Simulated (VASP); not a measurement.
# CdTe (P6/mmm) in VASP: single point with PBE

Aim: the single point of CdTe with PBE.

Everything below comes from runs of VASP 6.6.1. Logs are shortened: lines on timing, memory, paths and dates and some standing lists are left out, and cuts for length are marked.

### Step 1. The cell of the first run

The structure is hexagonal, space group P6/mmm (No. 191). The conventional cell has a = 3.152 Å, b = 3.152 Å, c = 6.594 Å, α = 90.00°, β = 90.00°, γ = 120.00°. Within 4.1 Å of Cd (site symmetry 6/mmm) lie 6 Cd at 3.15 Å and 2 Te at 3.30 Å. Te (site symmetry 6/mmm) has 6 Te at 3.15 Å and 2 Cd at 3.30 Å within 4.1 Å.

### Step 2. Single point, PBE

Contents of INCAR:

```
ALGO = Normal
EDIFF = 1E-6
ENCUT = 500
GGA = PE
GGA_COMPAT = F
ISIF = 2
ISMEAR = 0
LASPH = T
LCHARG = F
LREAL = F
LWAVE = F
NBANDS = 16
NELM = 120
PREC = Accurate
SIGMA = 0.2
```

Contents of KPOINTS:

```
k-points
0
Gamma
  6 6 4
```

Contents of POSCAR:

```
CdTe
1.0
    3.1516872805      0.0000000000      0.0000000000
   -1.5758436402      2.7294412497      0.0000000000
    0.0000000000      0.0000000000      6.5940237813
Cd Te
1 1
Direct
    0.0000000000      0.0000000000      0.0000000000
    0.0000000000      0.0000000000      0.5000000000
```

Potentials or basis: VASP PAW PBE potentials, release 64 (Cd, Te).

Launch:

```console
$ cat potpaw_PBE.64/Cd/POTCAR potpaw_PBE.64/Te/POTCAR > POTCAR
$ mpirun -np 1 vasp_std > vasp.out
```

OUTCAR:

```text
EDIFF = 1E-6
   ENCUT = 500
   GGA = PE
   ISIF = 2
   ISMEAR = 0
   LASPH = T
   LREAL = F
   NELM = 120
   PREC = Accurate

 ion  position               nearest neighbor table
   1  0.000  0.000  0.000-   2 3.30   2 3.30
   2  0.000  0.000  0.500-   1 3.30   1 3.30

  LATTYP: Found a hexagonal cell.
 ALAT       =     3.1516872805
 C/A-ratio  =     2.0922201965

  Lattice vectors:

 A1 = (   3.1516872805,   0.0000000000,   0.0000000000)
 A2 = (  -1.5758436402,   2.7294412497,   0.0000000000)
 A3 = (   0.0000000000,   0.0000000000,   6.5940237813)

Analysis of symmetry for initial positions (statically):
=====================================================================
 Subroutine PRICEL returns:
 Original cell was already a primitive cell.

 Routine SETGRP: Setting up the symmetry group for a
 hexagonal supercell.

 Subroutine GETGRP returns: Found 24 space group operations
 (whereof 24 operations were pure point group operations)
 out of a pool of 24 trial point group operations.

The static configuration has the point symmetry D_6h.

Analysis of symmetry for dynamics (positions and initial velocities):
=====================================================================
 Subroutine PRICEL returns:
 Original cell was already a primitive cell.

 Routine SETGRP: Setting up the symmetry group for a
 hexagonal supercell.

 Subroutine GETGRP returns: Found 24 space group operations
 (whereof 24 operations were pure point group operations)
 out of a pool of 24 trial point group operations.

The dynamic configuration has the point symmetry D_6h.

 Subroutine INISYM returns: Found 24 space group operations
 (whereof 24 operations are pure point group operations),
 and found     1 'primitive' translations

----------------------------------------------------------------------------------------

                                     Primitive cell

  volume of cell :      56.7241

  direct lattice vectors                    reciprocal lattice vectors
     3.151687281  0.000000000  0.000000000     0.317290363  0.183187676  0.000000000
    -1.575843640  2.729441250  0.000000000     0.000000000  0.366375353  0.000000000
     0.000000000  0.000000000  6.594023781     0.000000000  0.000000000  0.151652471

  length of vectors
     3.151687281  3.151687280  6.594023781     0.366375353  0.366375353  0.151652471

  position of ions in fractional coordinates (direct lattice)
     0.000000000  0.000000000  0.000000000
     0.000000000  0.000000000  0.500000000

  ion indices of the primitive-cell ions
   primitive index   ion index
                 1           1
                 2           2

----------------------------------------------------------------------------------------

 KPOINTS: k-points

Automatic generation of k-mesh.
 Grid dimensions read from file:
 generate k-points for:    6    6    4

 Generating k-lattice:

  Cartesian coordinates                     Fractional coordinates (reciprocal lattice)
     0.052881727  0.030531279  0.000000000     0.166666667  0.000000000  0.000000000
     0.000000000  0.061062559  0.000000000     0.000000000  0.166666667  0.000000000
     0.000000000  0.000000000  0.037913118     0.000000000  0.000000000  0.250000000

  Length of vectors
     0.061062559  0.061062559  0.037913118

  Shift w.r.t. Gamma in fractional coordinates (k-lattice)
     0.000000000  0.000000000  0.000000000

 Subroutine IBZKPT returns following result:
 ===========================================

 Found     21 irreducible k-points:

 Following reciprocal coordinates:
            Coordinates               Weight
  0.000000  0.000000  0.000000      1.000000
  0.166667  0.000000  0.000000      6.000000
  0.333333  0.000000  0.000000      6.000000
  0.500000  0.000000  0.000000      3.000000
  0.166667  0.166667  0.000000      6.000000
  0.333333  0.166667  0.000000     12.000000
[... 13 lines left out ...]
  0.333333  0.166667  0.500000     12.000000
  0.333333  0.333333  0.500000      2.000000
   k-points           NKPTS =     21   k-points in BZ     NKDIM =     21   number of bands    NBANDS=     16
   number of dos      NEDOS =    301   number of ions     NIONS =      2
   total plane-waves  NPLWV =  27648
   dimension x,y,z NGX =    24 NGY =   24 NGZ =   48
   dimension x,y,z NGXF=    48 NGYF=   48 NGZF=   96
   ions per type =               1   1
   NGX,Y,Z   is equivalent  to a cutoff of  12.66, 12.66, 12.10 a.u.
   NGXF,Y,Z  is equivalent  to a cutoff of  25.32, 25.32, 24.20 a.u.
 SYSTEM =  unknown system
   PREC   = accura    normal or accurate (medium, high low for compatibility)
   ISTART =      0    job   : 0-new  1-cont  2-samecut
   ICHARG =      2    charge: 1-file 2-atom 10-const
   ISPIN  =      1    spin polarized calculation?
   LNONCOLLINEAR =      F non collinear calculations
   LSORBIT =      F    spin-orbit coupling
   LASPH  =      T    aspherical Exc in radial PAW
   ENCUT  =  500.0 eV  36.75 Ry    6.06 a.u.   5.75  5.75 12.02*2*pi/ulx,y,z
   NELM   =    120;   NELMIN=  2; NELMDL= -5     # of ELM steps
   EDIFF  = 0.1E-05   stopping-criterion for ELM
   LREAL  =      F    real-space projection
   EDIFFG = 0.1E-04   stopping-criterion for IOM
   NSW    =      0    number of steps for IOM
   IBRION =     -1    ionic relax: 0-MD 1-quasi-New 2-CG
   NFREE  =      0    steps in history (QN), initial steepest desc. (CG)
   ISIF   =      2    stress and relaxation
   ISYM   =      2    0-nonsym 1-usesym 2-fastsym
   POTIM  = 0.5000    time-step for ionic-motion
   TEBEG  =    0.0;   TEEND  =   0.0 temperature during run
   PSTRESS=    0.0 pullay stress
   NELECT =      18.0000    total number of electrons
   NUPDOWN=      -1.0000    fix difference up-down
   EMIN   =  10.00;   EMAX   =-10.00  energy-range for DOS
   EFERMI =   0.00;   METHOD = LEGACY
   ISMEAR =     0;   SIGMA  =   0.20  broadening in eV -4-tet -1-fermi 0-gaus
   EFERMI_NEDOS =   21; number of points for ismear=-14 and -15
   IALGO  =     38    algorithm
   IMIX   =      4    mixing-type and parameters
     AMIX     =   0.40;   BMIX     =  1.00
     AMIX_MAG =   1.60;   BMIX_MAG =  1.00
  volume/ion in A,a.u.               =      28.36       191.40
  Fermi-wavevector in a.u.,A,eV,Ry     =   1.116631  2.110128 16.964640  1.246866
  Thomas-Fermi vector in A             =   2.253247
   LORBIT       =      0    0 simple, 1 ext, 2 COOP (PROOUT), +10 PAW based schemes
   GGA     = PE    functional components
   LHFCALC =     F    Hartree Fock is set to
   AEXX    =    0.0000 exact exchange contribution
   IVDW    =     0    specifies the selected vdW correction
   LEPSILON=     F    determine dielectric tensor
   LRPA    =     F    only Hartree local field effects (RPA)
 non-spin polarized calculation
 Gauss-broadening in eV      SIGMA  =   0.20
  energy-cutoff  :      500.00
  volume of cell :       56.72
 maximum number of plane-waves:      1452
 NGX is ok and might be reduce to    24
   NGX = 11   NGY = 11   NGZ = 25

 number of electron      17.9999993 magnetization

 Free energy of the ion-electron system (eV)
  ---------------------------------------------------
  ext. energy  EPLUGINS =         0.00000000
  ---------------------------------------------------
  free energy    TOTEN  =        -3.79392192 eV

  energy without entropy =       -3.77369105  energy(sigma->0) =       -3.78380649

 E-fermi :   4.4816     XC(G=0):  -9.7821

 val. band max:        4.3702431279   @ k =   0.3333   0.1667   0.2500
 cond. band min:       4.5593969354   @ k =   0.5000   0.0000   0.0000
 fundamental gap:      0.1891538076
 Fermi energy:         4.4815539874

 k-point     1 :       0.0000    0.0000    0.0000
  band No.  band energies     occupation
      1      -9.3535      2.00000
      2      -4.2559      2.00000
      3      -3.9395      2.00000
      4      -3.9395      2.00000
      5      -3.5080      2.00000
      6      -3.5080      2.00000
[... 8 lines left out ...]
     15      15.2893      0.00000
     16      15.8615      0.00000

 k-point     2 :       0.1667    0.0000    0.0000
  band No.  band energies     occupation
      1      -8.8253      2.00000
      2      -4.1461      2.00000
      3      -3.9443      2.00000
      4      -3.7706      2.00000
      5      -3.6611      2.00000
      6      -3.5346      2.00000
[... 8 lines left out ...]
     15      14.6957      0.00000
     16      16.9644      0.00000

 k-point     3 :       0.3333    0.0000    0.0000
  band No.  band energies     occupation
      1      -7.3384      2.00000
      2      -4.2931      2.00000
      3      -3.9206      2.00000
      4      -3.6452      2.00000
      5      -3.5877      2.00000
      6      -3.4130      2.00000
[... 8 lines left out ...]
     15      14.0262      0.00000
     16      15.0074      0.00000

 k-point     4 :       0.5000    0.0000    0.0000
  band No.  band energies     occupation
      1      -5.9701      2.00000
      2      -4.3906      2.00000
      3      -4.0347      2.00000
      4      -3.6140      2.00000
      5      -3.4507      2.00000
      6      -3.2230      2.00000
[... 8 lines left out ...]
     15      14.1719      0.00000
     16      15.9123      0.00000
[... 267 lines left out ...]
 k-point    19 :       0.1667    0.1667    0.5000
  band No.  band energies     occupation
      1      -7.7732      2.00000
      2      -4.0612      2.00000
      3      -3.9855      2.00000
      4      -3.8187      2.00000
      5      -3.6025      2.00000
      6      -3.5363      2.00000
[... 8 lines left out ...]
     15      14.4272      0.00000
     16      15.8746      0.00000

 k-point    20 :       0.3333    0.1667    0.5000
  band No.  band energies     occupation
      1      -6.0806      2.00000
      2      -4.1684      2.00000
      3      -3.9719      2.00000
      4      -3.6995      2.00000
      5      -3.6883      2.00000
      6      -3.4126      2.00000
[... 8 lines left out ...]
     15      13.3371      0.00000
     16      13.9686      0.00000

 k-point    21 :       0.3333    0.3333    0.5000
  band No.  band energies     occupation
      1      -5.2354      2.00000
      2      -3.8745      2.00000
      3      -3.8745      2.00000
      4      -3.7694      2.00000
      5      -3.7694      2.00000
      6      -3.6747      2.00000
[... 8 lines left out ...]
     15      11.6769      0.00000
     16      13.4612      0.00000

------------------------ aborting loop because EDIFF is reached ----------------------------------------

  FORCE on cell =-STRESS in cart. coord.  units (eV):
  Direction    XX          YY          ZZ          XY          YZ          ZX
  --------------------------------------------------------------------------------------
  -------------------------------------------------------------------------------------
  Total        0.0528924      0.0528924      0.1212753      0.0000000      0.0000000      0.0000000
  in kB        1.4939508      1.4939508      3.4254326      0.0000000      0.0000000      0.0000000
  external PRESSURE =       2.1377781 kB  Pullay stress =       0.0000000 kB

 VOLUME and BASIS-vectors are now :
 -----------------------------------------------------------------------------
  energy-cutoff  :      500.00
  volume of cell :       56.72
      direct lattice vectors                 reciprocal lattice vectors
     3.151687281  0.000000000  0.000000000     0.317290363  0.183187676  0.000000000
    -1.575843640  2.729441250  0.000000000     0.000000000  0.366375353  0.000000000
     0.000000000  0.000000000  6.594023781     0.000000000  0.000000000  0.151652471

 POSITION                                       TOTAL-FORCE (eV/Angst)
 -----------------------------------------------------------------------------------
      0.00000      0.00000      0.00000         0.000000      0.000000      0.000000
      0.00000      0.00000      3.29701        -0.000000      0.000000      0.000000
 -----------------------------------------------------------------------------------
    total drift:                                0.000000      0.000000     -0.000000

  FREE ENERGIE OF THE ION-ELECTRON SYSTEM (eV)
  ---------------------------------------------------
  free  energy   TOTEN  =        -3.7939219180 eV

  energy  without entropy=       -3.7736910549  energy(sigma->0) =       -3.78380649
```

It took 6.6 s on 1 thread of Intel Xeon 6975P-C (Granite Rapids), shared host; peak memory 0.17 GiB.

What came out:

- Free energy: -3.7939 eV
- Pressure: 0.2 GPa
- Band gap on the k mesh: zero (band 9 reaches 8.56 eV, above the bottom of band 10 at 3.45 eV)

Caveat: the k points lie up to 0.38 Å⁻¹ apart; spin-orbit coupling is left out, which moves the levels of the heavy elements.
